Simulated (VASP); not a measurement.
# C (P1) in VASP: single point with LDA

Aim: the single point of C with LDA.

Program: VASP 6.6.1. These are calculated values, not measurements. Logs are shortened: lines on timing, memory, paths and dates and some standing lists are left out, and cuts for length are marked.

**1. The cell of the first run**

The typed cell holds 16 atoms: a = 4.276 Å, b = 5.293 Å, c = 5.129 Å, α = 118.95°, β = 107.84°, γ = 92.18°.

**2. Single point, LDA (atoms moved at random and the cell strained at random)**

The input, INCAR:

```
SYSTEM = C
PREC = Accurate
ENCUT = 520
EDIFF = 1E-6
ISMEAR = 0
SIGMA = 0.05
LREAL = Auto
LASPH = .True.
NELM = 60
ALGO = Normal
ISIF = 2
LWAVE = .False.
LCHARG = .False.
GGA = CA
NBANDS = 46
```

The input, KPOINTS:

```
Automatic mesh
0
Gamma
  6 6 6
  0 0 0
```

The input, POSCAR:

```
C
1.0
   -4.2690956840     -0.2326006905      0.0842756108
    0.0995974724     -0.0521712026     -5.2913393860
    1.8451166076     -4.0448468128      2.5580520238
C
16
Direct
    0.0556587952      0.8069903656      0.5861150955
    0.0689336606      0.3541659034      0.6796766446
    0.9199559988      0.1685703288      0.3127908429
    0.9595883077      0.7535219989      0.2892037048
    0.5830815038      0.8440932797      0.5742693285
    0.6124659688      0.2349441519      0.6367857498
    0.3285656575      0.7521442423      0.4116935520
    0.2961066561      0.2473655317      0.3837172605
    0.7774660119      0.1843277292      0.1244079620
    0.8920638702      0.9547313748      0.2744540469
    0.2707040478      0.1858303199      0.8828864547
    0.2352393555      0.6622953360      0.9538943376
    0.3470546936      0.2104468900      0.1044205062
    0.3754165531      0.8562834881      0.1555612606
    0.6762405775      0.1214194131      0.8411704248
    0.6014583419      0.6628696465      0.7889528286
```

Potentials or basis: VASP PAW LDA potentials, release 64 (C).

Launch:

```bash
$ cat potpaw_LDA.64/C/POTCAR > POTCAR
$ mpirun -np 1 vasp_std > vasp.out
```

OUTCAR:

```text
SYSTEM = C
   PREC = Accurate
   ENCUT = 520
   EDIFF = 1E-6
   ISMEAR = 0
   LREAL = Auto
   LASPH = .True.
   NELM = 60
   ISIF = 2
   GGA = CA

 ion  position               nearest neighbor table
   1  0.056  0.807  0.586-   4 1.33   7 1.63  11 1.80   5 2.02  10 2.05
   2  0.069  0.354  0.680-  12 1.49   3 1.53  11 1.74   8 1.92   6 1.94  10 2.01
   3  0.920  0.169  0.313-   9 1.02  10 1.05   8 1.53   2 1.53
   4  0.960  0.754  0.289-  10 1.15   1 1.33   7 1.51
   5  0.583  0.844  0.574-   7 1.06  15 1.37  16 1.76   6 1.93   1 2.02
   6  0.612  0.235  0.637-  15 1.41   8 1.59   5 1.93   2 1.94  16 2.01
   7  0.329  0.752  0.412-   5 1.06   4 1.51   1 1.63  14 1.71  12 2.06
   8  0.296  0.247  0.384-  13 1.44   3 1.53   6 1.59   2 1.92  14 1.93  10 2.02
   9  0.777  0.184  0.124-   3 1.02  15 1.24  10 1.74  13 1.83
  10  0.892  0.955  0.274-   3 1.05   4 1.15   9 1.74   2 2.01   8 2.02   1 2.05
  11  0.271  0.186  0.883-  13 1.02   2 1.74   1 1.80  15 1.84
  12  0.235  0.662  0.954-  14 1.01   2 1.49  16 2.00   7 2.06
  13  0.347  0.210  0.104-  11 1.02   8 1.44   9 1.83  14 2.02
  14  0.375  0.856  0.156-  12 1.01   7 1.71   8 1.93  13 2.02
  15  0.676  0.121  0.841-   9 1.24   5 1.37   6 1.41  11 1.84
  16  0.601  0.663  0.789-   5 1.76  12 2.00   6 2.01

 -----------------------------------------------------------------------------
|                                                                             |
|           W    W    AA    RRRRR   N    N  II  N    N   GGGG   !!!           |
|           W    W   A  A   R    R  NN   N  II  NN   N  G    G  !!!           |
|           W    W  A    A  R    R  N N  N  II  N N  N  G       !!!           |
|           W WW W  AAAAAA  RRRRR   N  N N  II  N  N N  G  GGG   !            |
|           WW  WW  A    A  R   R   N   NN  II  N   NN  G    G                |
|           W    W  A    A  R    R  N    N  II  N    N   GGGG   !!!           |
|                                                                             |
|     The distance between some ions is very small. Please check the          |
|     nearest-neighbor list in the OUTCAR file.                               |
|     I HOPE YOU KNOW WHAT YOU ARE DOING!                                     |
|                                                                             |
 -----------------------------------------------------------------------------

  LATTYP: Found a triclinic cell.
 ALAT       =     4.2762581095
 B/A-ratio  =     2.3915867793
 C/A-ratio  =     1.1994639411
 COS(alpha) =     0.0057266181
 COS(beta)  =     0.3064013605
 COS(gamma) =     0.8559062741

  Lattice vectors:

 A1 = (  -4.2690956840,  -0.2326006905,   0.0842756108)
 A2 = (  -8.6377888404,  -0.4130301784,   5.4598906076)
 A3 = (  -1.8451166076,   4.0448468128,  -2.5580520238)

Analysis of symmetry for initial positions (statically):
=====================================================================
 Subroutine PRICEL returns:
 Original cell was already a primitive cell.

 Routine SETGRP: Setting up the symmetry group for a
 triclinic supercell.

 Subroutine GETGRP returns: Found  1 space group operations
 (whereof  1 operations were pure point group operations)
 out of a pool of  2 trial point group operations.

The static configuration has the point symmetry C_1 .

Analysis of symmetry for dynamics (positions and initial velocities):
=====================================================================
 Subroutine PRICEL returns:
 Original cell was already a primitive cell.

 Routine SETGRP: Setting up the symmetry group for a
 triclinic supercell.

 Subroutine GETGRP returns: Found  1 space group operations
 (whereof  1 operations were pure point group operations)
 out of a pool of  2 trial point group operations.

The dynamic configuration has the point symmetry C_1 .

 Subroutine INISYM returns: Found  1 space group operations
 (whereof  1 operations are pure point group operations),
 and found     1 'primitive' translations

----------------------------------------------------------------------------------------

                                     Primitive cell

  volume of cell :      94.2441

  direct lattice vectors                    reciprocal lattice vectors
    -4.269095684 -0.232600691  0.084275611    -0.228514269 -0.106297554 -0.003253198
     0.099597472 -0.052171203 -5.291339386     0.002696432 -0.117525353 -0.187778544
     1.845116608 -4.044846813  2.558052024     0.013106034 -0.239599600  0.002609080

  length of vectors
     4.276258109  5.292533797  5.129217405     0.252048655  0.221540653  0.239971964

  position of ions in fractional coordinates (direct lattice)
     0.055658795  0.806990366  0.586115095
     0.068933661  0.354165903  0.679676645
     0.919955999  0.168570329  0.312790843
     0.959588308  0.753521999  0.289203705
     0.583081504  0.844093280  0.574269329
     0.612465969  0.234944152  0.636785750
[... 8 lines left out ...]
     0.676240578  0.121419413  0.841170425
     0.601458342  0.662869646  0.788952829

  ion indices of the primitive-cell ions
   primitive index   ion index
                 1           1
                 2           2
                 3           3
                 4           4
                 5           5
                 6           6
[... 8 lines left out ...]
                15          15
                16          16

----------------------------------------------------------------------------------------

 KPOINTS: Automatic mesh

Automatic generation of k-mesh.
 Grid dimensions read from file:
 generate k-points for:    6    6    6

 Generating k-lattice:

  Cartesian coordinates                     Fractional coordinates (reciprocal lattice)
    -0.038085712 -0.017716259 -0.000542200     0.166666667 -0.000000000 -0.000000000
     0.000449405 -0.019587559 -0.031296424     0.000000000  0.166666667 -0.000000000
     0.002184339 -0.039933267  0.000434847     0.000000000  0.000000000  0.166666667

  Length of vectors
     0.042008109  0.036923442  0.039995327

  Shift w.r.t. Gamma in fractional coordinates (k-lattice)
     0.000000000  0.000000000  0.000000000

 Subroutine IBZKPT returns following result:
 ===========================================

 Found    112 irreducible k-points:

 Following reciprocal coordinates:
            Coordinates               Weight
  0.000000  0.000000  0.000000      1.000000
  0.166667  0.000000  0.000000      2.000000
  0.333333  0.000000  0.000000      2.000000
  0.500000  0.000000  0.000000      1.000000
 -0.000000  0.166667  0.000000      2.000000
  0.166667  0.166667  0.000000      2.000000
[... 16 lines left out ...]
  0.333333  0.000000  0.166667      2.000000
  0.500000  0.000000  0.166667      2.000000
 [... further k-points ...]
   k-points           NKPTS =    112   k-points in BZ     NKDIM =    112   number of bands    NBANDS=     46
   number of dos      NEDOS =    301   number of ions     NIONS =     16
   total plane-waves  NPLWV =  51200
   dimension x,y,z NGX =    32 NGY =   40 NGZ =   40
   dimension x,y,z NGXF=    64 NGYF=   80 NGZF=   80
   ions per type =              16
   NGX,Y,Z   is equivalent  to a cutoff of  12.44, 12.56, 12.96 a.u.
   NGXF,Y,Z  is equivalent  to a cutoff of  24.88, 25.13, 25.93 a.u.
 SYSTEM =  C
   PREC   = accura    normal or accurate (medium, high low for compatibility)
   ISTART =      0    job   : 0-new  1-cont  2-samecut
   ICHARG =      2    charge: 1-file 2-atom 10-const
   ISPIN  =      1    spin polarized calculation?
   LNONCOLLINEAR =      F non collinear calculations
   LSORBIT =      F    spin-orbit coupling
   LASPH  =      T    aspherical Exc in radial PAW
   ENCUT  =  520.0 eV  38.22 Ry    6.18 a.u.   7.95  9.84  9.54*2*pi/ulx,y,z
   NELM   =     60;   NELMIN=  2; NELMDL= -5     # of ELM steps
   EDIFF  = 0.1E-05   stopping-criterion for ELM
   LREAL  =      T    real-space projection
   EDIFFG = 0.1E-04   stopping-criterion for IOM
   NSW    =      0    number of steps for IOM
   IBRION =     -1    ionic relax: 0-MD 1-quasi-New 2-CG
   NFREE  =      0    steps in history (QN), initial steepest desc. (CG)
   ISIF   =      2    stress and relaxation
   ISYM   =      2    0-nonsym 1-usesym 2-fastsym
   POTIM  = 0.5000    time-step for ionic-motion
   TEBEG  =    0.0;   TEEND  =   0.0 temperature during run
   PSTRESS=    0.0 pullay stress
   NELECT =      64.0000    total number of electrons
   NUPDOWN=      -1.0000    fix difference up-down
   EMIN   =  10.00;   EMAX   =-10.00  energy-range for DOS
   EFERMI =   0.00;   METHOD = LEGACY
   ISMEAR =     0;   SIGMA  =   0.05  broadening in eV -4-tet -1-fermi 0-gaus
   EFERMI_NEDOS =   21; number of points for ismear=-14 and -15
   IALGO  =     38    algorithm
   IMIX   =      4    mixing-type and parameters
     AMIX     =   0.40;   BMIX     =  1.00
     AMIX_MAG =   1.60;   BMIX_MAG =  1.00
  volume/ion in A,a.u.               =       5.89        39.75
  Fermi-wavevector in a.u.,A,eV,Ry     =   1.438965  2.719249 28.172489  2.070620
  Thomas-Fermi vector in A             =   2.557873
   LORBIT       =      0    0 simple, 1 ext, 2 COOP (PROOUT), +10 PAW based schemes
   GGA     = CA    functional components
   LHFCALC =     F    Hartree Fock is set to
   AEXX    =    0.0000 exact exchange contribution
   IVDW    =     0    specifies the selected vdW correction
   LEPSILON=     F    determine dielectric tensor
   LRPA    =     F    only Hartree local field effects (RPA)
 non-spin polarized calculation
 Gauss-broadening in eV      SIGMA  =   0.05
  energy-cutoff  :      520.00
  volume of cell :       94.24
 maximum number of plane-waves:      2553
   NGX = 15   NGY = 19   NGZ = 19

 number of electron      64.0000002 magnetization

 Free energy of the ion-electron system (eV)
  ---------------------------------------------------
  ext. energy  EPLUGINS =         0.00000000
  ---------------------------------------------------
  free energy    TOTEN  =       -92.00853508 eV

  energy without entropy =      -92.00199967  energy(sigma->0) =      -92.00526737

 E-fermi :   9.6426     XC(G=0): -13.1083

 val. band max:        9.6336371623   @ k =   0.3333   0.0000   0.0000
 cond. band min:       9.6466136005   @ k =   0.1667  -0.3333   0.3333
 fundamental gap:      0.0129764383
 Fermi energy:         9.6425806456

 k-point     1 :       0.0000    0.0000    0.0000
  band No.  band energies     occupation
      1     -14.0895      2.00000
      2     -11.3132      2.00000
      3      -9.8982      2.00000
      4      -8.2807      2.00000
      5      -7.8960      2.00000
      6      -7.6458      2.00000
[... 36 lines left out ...]
     43      15.1055      0.00000
     44      15.6613      0.00000

 k-point     2 :       0.1667    0.0000    0.0000
  band No.  band energies     occupation
      1     -13.9431      2.00000
      2     -11.4577      2.00000
      3      -9.8316      2.00000
      4      -8.5433      2.00000
      5      -8.1694      2.00000
      6      -7.4347      2.00000
[... 36 lines left out ...]
     43      15.2189      0.00000
     44      15.9120      0.00000

 k-point     3 :       0.3333    0.0000    0.0000
  band No.  band energies     occupation
      1     -13.5422      2.00000
      2     -11.9016      2.00000
      3      -9.7048      2.00000
      4      -8.8930      2.00000
      5      -8.5001      2.00000
      6      -7.1841      2.00000
[... 976 lines left out ...]
     43      15.5398      0.00000
     44      16.1161      0.00000

 k-point    24 :       0.5000    0.0000    0.1667
  band No.  band energies     occupation
      1     -13.2269      2.00000
      2     -12.1106      2.00000
      3      -9.7311      2.00000
      4      -9.5648      2.00000
      5      -8.1721      2.00000
      6      -7.1807      2.00000
[... 36 lines left out ...]
     43      15.5763      0.00000
     44      15.9940      0.00000

 [... further k-points ...]

 [bands above 44 left out]

------------------------ aborting loop because EDIFF is reached ----------------------------------------

  FORCE on cell =-STRESS in cart. coord.  units (eV):
  Direction    XX          YY          ZZ          XY          YZ          ZX
  --------------------------------------------------------------------------------------
  -------------------------------------------------------------------------------------
  Total       54.7733214    151.2631566    117.0765112     23.4301894    -14.2195219      0.4342603
  in kB      931.1628571   2571.5189343   1990.3357296    398.3202325   -241.7361283      7.3825554
  external PRESSURE =    1831.0058403 kB  Pullay stress =       0.0000000 kB

 VOLUME and BASIS-vectors are now :
 -----------------------------------------------------------------------------
  energy-cutoff  :      520.00
  volume of cell :       94.24
      direct lattice vectors                 reciprocal lattice vectors
    -4.269095684 -0.232600691  0.084275611    -0.228514269 -0.106297554 -0.003253198
     0.099597472 -0.052171203 -5.291339386     0.002696432 -0.117525353 -0.187778544
     1.845116608 -4.044846813  2.558052024     0.013106034 -0.239599600  0.002609080

 POSITION                                       TOTAL-FORCE (eV/Angst)
 -----------------------------------------------------------------------------------
      0.92421     -2.42579     -2.76606         1.491498     -2.397441      2.364910
      0.99507     -2.78370     -0.12955         3.410958     -7.312712      0.032373
     -3.33346     -1.48797     -0.01430       -14.325345    -41.446056    -11.212079
     -3.48791     -1.43230     -3.16647        -4.111925     -0.562428     15.834879
     -1.34557     -2.50249     -2.94823       -22.663247    -23.278766      5.356876
     -1.41633     -2.73042      0.43738        -0.984307     -2.272228     -8.511567
[... 8 lines left out ...]
     -1.32279     -3.56603      1.56628        -0.903752      6.850018     -5.447003
     -1.04595     -3.36568     -1.43860        -0.292577      0.845999      2.230101
 -----------------------------------------------------------------------------------
    total drift:                               -0.021589      0.008763      0.004199

  FREE ENERGIE OF THE ION-ELECTRON SYSTEM (eV)
  ---------------------------------------------------
  free  energy   TOTEN  =       -92.0085350798 eV

  energy  without entropy=      -92.0019996676  energy(sigma->0) =      -92.00526737
```

Wall time 5.6 min (1 thread of Intel Xeon 6975P-C (Granite Rapids), shared host); peak memory 0.38 GiB.

What came out:

- Free energy: -92.0085 eV
- Pressure: 183.1 GPa
- Largest force: 45.729 eV/Å
- Band gap on the k mesh: zero (bands 32 and 33 overlap by 0.69 eV)

Forces on the atoms (eV/Å):
```
C     1.491  -2.397   2.365
C     3.411  -7.313   0.032
C   -14.325 -41.446 -11.212
C    -4.112  -0.562  15.835
C   -22.663 -23.279   5.357
C    -0.984  -2.272  -8.512
C    22.993  23.982   1.986
C    -7.770  -3.456   0.621
C    13.280  28.076 -27.019
C     8.730  12.311  24.781
C     0.859  41.030 -18.516
C     5.832  40.760  19.892
C     3.584 -40.528  16.350
C    -9.130 -32.602 -18.743
C    -0.904   6.850  -5.447
C    -0.293   0.846   2.230
```

Levels at points of the mesh, in eV from the Fermi level:
```
           k point  band 28  band 29  band 30  band 31  band 32  band 33  band 34  band 35  band 36  band 37
(0.00, 0.00, 0.00)    -2.65    -2.01    -1.01    -0.45    -0.07    -0.01     0.88     1.25     1.61     2.31
(0.50, 0.00, 0.00)    -2.86    -2.26    -1.63    -0.87    -0.40     0.17     0.27     0.79     1.72     2.01
(0.00, 0.50, 0.00)    -2.43    -2.24    -1.03    -0.24    -0.15     0.86     1.02     1.41     1.87     2.87
(0.50, 0.50, 0.00)    -2.34    -2.00    -1.71    -1.15    -0.67    -0.08     0.76     0.96     1.50     1.96
(0.00, 0.00, 0.50)    -2.76    -2.33    -0.87    -0.09     0.25     0.80     1.39     1.51     2.41     2.78
(0.50, 0.00, 0.50)    -2.31    -1.77    -1.47    -1.23    -0.47    -0.19     0.31     0.66     1.15     1.43
(0.00, 0.50, 0.50)    -2.05    -1.77    -1.40    -0.34    -0.05     0.73     1.16     1.33     1.97     2.45
(0.50, 0.50, 0.50)    -2.75    -1.88    -1.49    -1.23    -0.73    -0.16     0.42     1.02     2.02     2.16
```

Caveat: the cell differs from its parent crystal (atoms moved at random and the cell strained at random); atoms lie so close that the PAW spheres overlap strongly, which falsifies energies and pressures; the stress differs along the axes, from 93 to 257 GPa; forces of over 1 eV/Å act on the atoms, so gaps and moduli don't describe the material at rest.
